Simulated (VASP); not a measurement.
# Si (a cell with a defect) in VASP: relaxation of the atoms with PBE

Aim: the relaxation of the atoms of Si (a cell with a defect) with PBE.

Everything below comes from runs of VASP 6.6.1. Logs are shortened: lines on timing, memory, paths and dates and some standing lists are left out, and cuts for length are marked.

## (1) The cell of the first run

The cell holds a defect, 17 atoms: a = 7.679 Å, b = 7.679 Å, c = 7.679 Å, α = 60.00°, β = 60.00°, γ = 60.00°.

## (2) Relaxation of the atoms, PBE

The input, INCAR:

```
SYSTEM = Si
PREC = Accurate
ENCUT = 520
EDIFF = 1E-6
ISMEAR = 0
SIGMA = 0.02
LREAL = Auto
LASPH = .TRUE.
NELM = 80
ALGO = Normal
ISIF = 2
LWAVE = .FALSE.
LCHARG = .FALSE.
GGA = PE
IBRION = 2
NSW = 80
EDIFFG = -0.03
```

The input, KPOINTS:

```
Automatic mesh
0
G
  2 2 2
  0 0 0
```

The input, POSCAR:

```
Si
1.0
    0.0000000000      5.4300000000      5.4300000000
    5.4300000000      0.0000000000      5.4300000000
    5.4300000000      5.4300000000      0.0000000000
Si
17
Direct
    0.0000000000      0.0000000000      0.0000000000
    0.1250000000      0.1250000000      0.1250000000
    0.0000000000      0.0000000000      0.5000000000
    0.1250000000      0.1250000000      0.6250000000
    0.0000000000      0.5000000000      0.0000000000
    0.1250000000      0.6250000000      0.1250000000
    0.0000000000      0.5000000000      0.5000000000
    0.1250000000      0.6250000000      0.6250000000
    0.5000000000      0.0000000000      0.0000000000
    0.6250000000      0.1250000000      0.1250000000
    0.5000000000      0.0000000000      0.5000000000
    0.6250000000      0.1250000000      0.6250000000
    0.5000000000      0.5000000000      0.0000000000
    0.6250000000      0.6250000000      0.1250000000
    0.5000000000      0.5000000000      0.5000000000
    0.6250000000      0.6250000000      0.6250000000
    0.3699148000      0.8725808000      0.8818218000
```

Potentials or basis: VASP PAW PBE potentials, release 64 (Si).

Started as:

```console
cat potpaw_PBE.64/Si/POTCAR > POTCAR
mpirun -np 1 vasp_std > vasp.out
```

OUTCAR:

```text
SYSTEM = Si
   PREC = Accurate
   ENCUT = 520
   EDIFF = 1E-6
   ISMEAR = 0
   LREAL = Auto
   LASPH = .TRUE.
   NELM = 80
   ISIF = 2
   GGA = PE
   IBRION = 2
   NSW = 80
   EDIFFG = -0.03

 ion  position               nearest neighbor table
   1  0.000  0.000  0.000-  17 2.32   4 2.35   6 2.35  10 2.35   2 2.35
   2  0.125  0.125  0.125-   1 2.35   3 2.35   5 2.35   9 2.35  17 2.69
   3  0.000  0.000  0.500-   2 2.35   4 2.35   8 2.35  12 2.35
   4  0.125  0.125  0.625-   1 2.35   3 2.35   7 2.35  11 2.35  17 2.72
   5  0.000  0.500  0.000-   2 2.35   6 2.35   8 2.35  14 2.35
   6  0.125  0.625  0.125-   1 2.35   5 2.35   7 2.35  13 2.35  17 2.67
   7  0.000  0.500  0.500-   4 2.35   6 2.35   8 2.35  16 2.35
   8  0.125  0.625  0.625-   3 2.35   5 2.35   7 2.35  15 2.35
   9  0.500  0.000  0.000-   2 2.35  10 2.35  12 2.35  14 2.35  17 2.36
  10  0.625  0.125  0.125-   1 2.35   9 2.35  11 2.35  13 2.35
  11  0.500  0.000  0.500-   4 2.35  10 2.35  12 2.35  16 2.35  17 2.39
  12  0.625  0.125  0.625-   3 2.35   9 2.35  11 2.35  15 2.35  17 2.76
  13  0.500  0.500  0.000-  17 2.34  10 2.35  14 2.35  16 2.35   6 2.35
  14  0.625  0.625  0.125-   5 2.35   9 2.35  13 2.35  15 2.35  17 2.71
  15  0.500  0.500  0.500-   8 2.35  12 2.35  14 2.35  16 2.35
  16  0.625  0.625  0.625-   7 2.35  11 2.35  13 2.35  15 2.35  17 2.74
  17  0.370  0.873  0.882-   1 2.32  13 2.34   9 2.36  11 2.39   6 2.67   2 2.69  14 2.71   4 2.72
                            16 2.74  12 2.76

  LATTYP: Found a face centered cubic cell.
 ALAT       =    10.8600000000

  Lattice vectors:

 A1 = (   0.0000000000,   5.4300000000,   5.4300000000)
 A2 = (   5.4300000000,   0.0000000000,   5.4300000000)
 A3 = (   5.4300000000,   5.4300000000,   0.0000000000)

Analysis of symmetry for initial positions (statically):
=====================================================================
 Subroutine PRICEL returns:
 Original cell was already a primitive cell.

 Routine SETGRP: Setting up the symmetry group for a
 face centered cubic supercell.

 Subroutine GETGRP returns: Found  1 space group operations
 (whereof  1 operations were pure point group operations)
 out of a pool of 48 trial point group operations.

The static configuration has the point symmetry C_1 .

Analysis of symmetry for dynamics (positions and initial velocities):
=====================================================================
 Subroutine PRICEL returns:
 Original cell was already a primitive cell.

 Routine SETGRP: Setting up the symmetry group for a
 face centered cubic supercell.

 Subroutine GETGRP returns: Found  1 space group operations
 (whereof  1 operations were pure point group operations)
 out of a pool of 48 trial point group operations.

The dynamic configuration has the point symmetry C_1 .

 Subroutine INISYM returns: Found  1 space group operations
 (whereof  1 operations are pure point group operations),
 and found     1 'primitive' translations

----------------------------------------------------------------------------------------

                                     Primitive cell

  volume of cell :     320.2060

  direct lattice vectors                    reciprocal lattice vectors
     0.000000000  5.430000000  5.430000000    -0.092081031  0.092081031  0.092081031
     5.430000000  0.000000000  5.430000000     0.092081031 -0.092081031  0.092081031
     5.430000000  5.430000000  0.000000000     0.092081031  0.092081031 -0.092081031

  length of vectors
     7.679179644  7.679179644  7.679179644     0.159489025  0.159489025  0.159489025

  position of ions in fractional coordinates (direct lattice)
     0.000000000  0.000000000  0.000000000
     0.125000000  0.125000000  0.125000000
     0.000000000  0.000000000  0.500000000
     0.125000000  0.125000000  0.625000000
     0.000000000  0.500000000  0.000000000
     0.125000000  0.625000000  0.125000000
[... 9 lines left out ...]
     0.625000000  0.625000000  0.625000000
     0.369914800  0.872580800  0.881821800

  ion indices of the primitive-cell ions
   primitive index   ion index
                 1           1
                 2           2
                 3           3
                 4           4
                 5           5
                 6           6
[... 9 lines left out ...]
                16          16
                17          17

----------------------------------------------------------------------------------------

 KPOINTS: Automatic mesh

Automatic generation of k-mesh.
 Grid dimensions read from file:
 generate k-points for:    2    2    2

 Generating k-lattice:

  Cartesian coordinates                     Fractional coordinates (reciprocal lattice)
    -0.046040516  0.046040516  0.046040516     0.500000000  0.000000000  0.000000000
     0.046040516 -0.046040516  0.046040516     0.000000000  0.500000000  0.000000000
     0.046040516  0.046040516 -0.046040516     0.000000000  0.000000000  0.500000000

  Length of vectors
     0.079744512  0.079744512  0.079744512

  Shift w.r.t. Gamma in fractional coordinates (k-lattice)
     0.000000000  0.000000000  0.000000000

 Subroutine IBZKPT returns following result:
 ===========================================

 Found      8 irreducible k-points:

 Following reciprocal coordinates:
            Coordinates               Weight
  0.000000  0.000000  0.000000      1.000000
  0.500000  0.000000  0.000000      1.000000
  0.000000  0.500000  0.000000      1.000000
  0.000000  0.000000  0.500000      1.000000
  0.500000  0.500000  0.500000      1.000000
  0.500000  0.500000  0.000000      1.000000
  0.000000  0.500000  0.500000      1.000000
  0.500000  0.000000  0.500000      1.000000
   k-points           NKPTS =      8   k-points in BZ     NKDIM =      8   number of bands    NBANDS=     43
   number of dos      NEDOS =    301   number of ions     NIONS =     17
   total plane-waves  NPLWV = 216000
   dimension x,y,z NGX =    60 NGY =   60 NGZ =   60
   dimension x,y,z NGXF=   120 NGYF=  120 NGZF=  120
   ions per type =              17
   NGX,Y,Z   is equivalent  to a cutoff of  12.99, 12.99, 12.99 a.u.
   NGXF,Y,Z  is equivalent  to a cutoff of  25.98, 25.98, 25.98 a.u.
 SYSTEM =  Si
   PREC   = accura    normal or accurate (medium, high low for compatibility)
   ISTART =      0    job   : 0-new  1-cont  2-samecut
   ICHARG =      2    charge: 1-file 2-atom 10-const
   ISPIN  =      1    spin polarized calculation?
   LNONCOLLINEAR =      F non collinear calculations
   LSORBIT =      F    spin-orbit coupling
   LASPH  =      T    aspherical Exc in radial PAW
   ENCUT  =  520.0 eV  38.22 Ry    6.18 a.u.  14.28 14.28 14.28*2*pi/ulx,y,z
   NELM   =     80;   NELMIN=  2; NELMDL= -5     # of ELM steps
   EDIFF  = 0.1E-05   stopping-criterion for ELM
   LREAL  =      T    real-space projection
   EDIFFG = -.3E-01   stopping-criterion for IOM
   NSW    =     80    number of steps for IOM
   IBRION =      2    ionic relax: 0-MD 1-quasi-New 2-CG
   NFREE  =      1    steps in history (QN), initial steepest desc. (CG)
   ISIF   =      2    stress and relaxation
   ISYM   =      2    0-nonsym 1-usesym 2-fastsym
   POTIM  = 0.5000    time-step for ionic-motion
   TEBEG  =    0.0;   TEEND  =   0.0 temperature during run
   PSTRESS=    0.0 pullay stress
   NELECT =      68.0000    total number of electrons
   NUPDOWN=      -1.0000    fix difference up-down
   EMIN   =  10.00;   EMAX   =-10.00  energy-range for DOS
   EFERMI =   0.00;   METHOD = LEGACY
   ISMEAR =     0;   SIGMA  =   0.02  broadening in eV -4-tet -1-fermi 0-gaus
   EFERMI_NEDOS =   21; number of points for ismear=-14 and -15
   IALGO  =     38    algorithm
   IMIX   =      4    mixing-type and parameters
     AMIX     =   0.40;   BMIX     =  1.00
     AMIX_MAG =   1.60;   BMIX_MAG =  1.00
  volume/ion in A,a.u.               =      18.84       127.11
  Fermi-wavevector in a.u.,A,eV,Ry     =   0.976715  1.845724 12.979587  0.953973
  Thomas-Fermi vector in A             =   2.107356
   LORBIT       =      0    0 simple, 1 ext, 2 COOP (PROOUT), +10 PAW based schemes
   GGA     = PE    functional components
   LHFCALC =     F    Hartree Fock is set to
   AEXX    =    0.0000 exact exchange contribution
   IVDW    =     0    specifies the selected vdW correction
   LEPSILON=     F    determine dielectric tensor
   LRPA    =     F    only Hartree local field effects (RPA)
 conjugate gradient relaxation of ions
 non-spin polarized calculation
 Gauss-broadening in eV      SIGMA  =   0.02
  energy-cutoff  :      520.00
  volume of cell :      320.21
 maximum number of plane-waves:      8646
 NGX is ok and might be reduce to    60
   NGX = 29   NGY = 29   NGZ = 29

--------------------------------------- Ionic step        1  -------------------------------------------

 number of electron      68.0000003 magnetization

 Free energy of the ion-electron system (eV)
  ---------------------------------------------------
  ext. energy  EPLUGINS =         0.00000000
  ---------------------------------------------------
  free energy    TOTEN  =       -87.86072128 eV

  energy without entropy =      -87.85686862  energy(sigma->0) =      -87.85879495

------------------------ aborting loop because EDIFF is reached ----------------------------------------

  FORCE on cell =-STRESS in cart. coord.  units (eV):
  Direction    XX          YY          ZZ          XY          YZ          ZX
  --------------------------------------------------------------------------------------
  -------------------------------------------------------------------------------------
  Total       11.6525299     11.6383299     11.6829053     -0.5167888      0.3011833      0.1063987
  in kB       58.3043993     58.2333482     58.4563849     -2.5857954      1.5069957      0.5323747
  external PRESSURE =      58.3313775 kB  Pullay stress =       0.0000000 kB
[... 291 lines left out ...]
  energy  without entropy=      -87.9860078602  energy(sigma->0) =      -87.98793610

--------------------------------------- Ionic step        7  -------------------------------------------

 number of electron      68.0000001 magnetization

 Free energy of the ion-electron system (eV)
  ---------------------------------------------------
  ext. energy  EPLUGINS =         0.00000000
  ---------------------------------------------------
  free energy    TOTEN  =       -87.98988585 eV

  energy without entropy =      -87.98602934  energy(sigma->0) =      -87.98795760

 E-fermi :   6.9202     XC(G=0):  -9.6742

 val. band max:        6.6801734108   @ k =   0.0000   0.0000   0.0000
 cond. band min:       6.9262282413   @ k =   0.5000   0.0000   0.5000
 fundamental gap:      0.2460548305
 Fermi energy:         6.9202158641

 k-point     1 :       0.0000    0.0000    0.0000
  band No.  band energies     occupation
      1      -6.3189      2.00000
      2      -3.7749      2.00000
      3      -3.6289      2.00000
      4      -3.6281      2.00000
      5      -3.6266      2.00000
      6      -2.8052      2.00000
[... 401 lines left out ...]
  FREE ENERGIE OF THE ION-ELECTRON SYSTEM (eV)
  ---------------------------------------------------
  free  energy   TOTEN  =       -87.9898858484 eV

  energy  without entropy=      -87.9860293436  energy(sigma->0) =      -87.98795760

 reached required accuracy - stopping structural energy minimisation
```

Wall time 21 min (1 thread of Oxide Virtual Turin-like, shared host); peak memory 0.5 GiB.

Results:

| Property | Result |
| --- | --- |
| Free energy | -87.9899 eV |
| Energy gained by relaxing | 7.6 meV/atom |
| Ionic steps | 7 |
| Pressure after relaxing | 5.4 GPa |
| Largest force after relaxing | 0.023 eV/Å |
| Band gap on the k mesh | zero (bands 34 and 35 overlap by 0.25 eV) |

Forces in eV/Å, atoms in the order of the input:
```
Si   0.001  0.007 -0.005
Si  -0.007 -0.007 -0.003
Si  -0.004  0.000  0.002
Si   0.011  0.006 -0.010
Si   0.005  0.006 -0.003
Si   0.001 -0.004  0.008
Si  -0.004 -0.003  0.003
Si  -0.001  0.000  0.002
Si   0.013  0.010 -0.002
Si  -0.003 -0.003  0.004
Si  -0.010 -0.013  0.007
Si   0.005  0.006 -0.005
Si   0.003  0.004 -0.010
Si  -0.005 -0.007  0.000
Si   0.001 -0.006  0.000
Si   0.005  0.010 -0.007
Si  -0.011 -0.006  0.019
```

The path:
```tsv
step	energy change (eV)	largest force (eV/Å)	pressure (GPa)
1	0.0000	1.0761	5.83
2	-0.1252	0.1266	5.36
3	-0.1257	0.1496	5.34
4	-0.1284	0.0689	5.34
5	-0.1286	0.0799	5.34
6	-0.1291	0.0324	5.35
7	-0.1292	0.0230	5.35
```

Final structure:
```
Si
1.0
     0.00000    5.43000    5.43000
     5.43000    0.00000    5.43000
     5.43000    5.43000    0.00000
Si
17
Direct
  0.99243 0.00259 0.00243
  0.12182 0.12805 0.12813
  0.00031 0.99868 0.50058
  0.12183 0.12800 0.62214
  0.00045 0.50050 0.99847
  0.12183 0.62191 0.12816
  0.00036 0.50041 0.50063
  0.12505 0.62503 0.62492
  0.50212 0.00209 0.00198
  0.62380 0.12443 0.12663
  0.50159 0.00157 0.49528
  0.62793 0.12795 0.62213
  0.50239 0.49308 0.00222
  0.62801 0.62189 0.12811
  0.49873 0.50032 0.50055
  0.62795 0.62190 0.62214
  0.37333 0.87417 0.87731
```

Caveat: the k points lie up to 0.50 Å⁻¹ apart.
